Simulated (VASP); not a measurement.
Write the native input for VASP 6.6.1 that does the following.

- Task: single point
- Functional: PBE
- Potentials or basis: VASP PAW PBE potentials, release 64 (Sr_sv, Ti_sv, O)
- Cutoff: 520 eV
- k mesh: 8 × 8 × 8
- Occupations: gaussian, width 0.02 eV
- Spin: no spin polarisation
- Dipole correction: no
- Further INCAR settings: ALGO = Normal; EDIFF = 1e-07; NBANDS = 28

The structure of SrTiO3 lies in POSCAR:

```
SrTiO3
1.0
    3.9364041186      0.0000000000      0.0000000000
    0.0000000000      3.9364041186      0.0000000000
    0.0000000000      0.0000000000      3.9364041186
Sr Ti O
1 1 3
Direct
    0.5000000000      0.5000000000      0.5000000000
    0.0000000000      0.0000000000      0.0000000000
    0.5000000000      0.0000000000      0.0000000000
    0.0000000000      0.5000000000      0.0000000000
    0.0000000000      0.0000000000      0.5000000000
```

These files were run (other wordings do the same):

INCAR

```
PREC     = Accurate       # precision mode
ENCUT    = 520            # plane-wave cutoff, eV
EDIFF    = 1E-7           # SCF threshold, eV
ISMEAR   = 0              # smearing method
SIGMA    = 0.02           # smearing width, eV
LREAL    = F              # projectors in reciprocal space
LASPH    = T              # aspherical terms in the spheres
NELM     = 100            # most SCF steps
ALGO     = Normal         # electronic algorithm
ISIF     = 2              # what is computed and relaxed
LWAVE    = F              # write WAVECAR
LCHARG   = F              # write CHGCAR
GGA      = PE             # functional
NBANDS   = 28             # bands
```

KPOINTS

```
regular mesh
0
Gamma
  8 8 8
```

Potentials or basis: VASP PAW PBE potentials, release 64 (Sr_sv, Ti_sv, O).

The run is started by

```bash
$ cat potpaw_PBE.64/Sr_sv/POTCAR potpaw_PBE.64/Ti_sv/POTCAR potpaw_PBE.64/O/POTCAR > POTCAR
$ mpirun -np 1 vasp_std > vasp.out
```

Results of the run:

| Item | Value |
| --- | --- |
| Pressure | 0.6 GPa |
| Band gap on the k mesh | 1.81 eV, indirect (least direct gap 2.18 eV) |

Run time: 67 s on 1 thread of Intel(R) Xeon(R) Platinum 8259CL CPU @ 2.50GHz (Skylake/Cascade Lake) (shared host), peak memory 0.21 GiB.
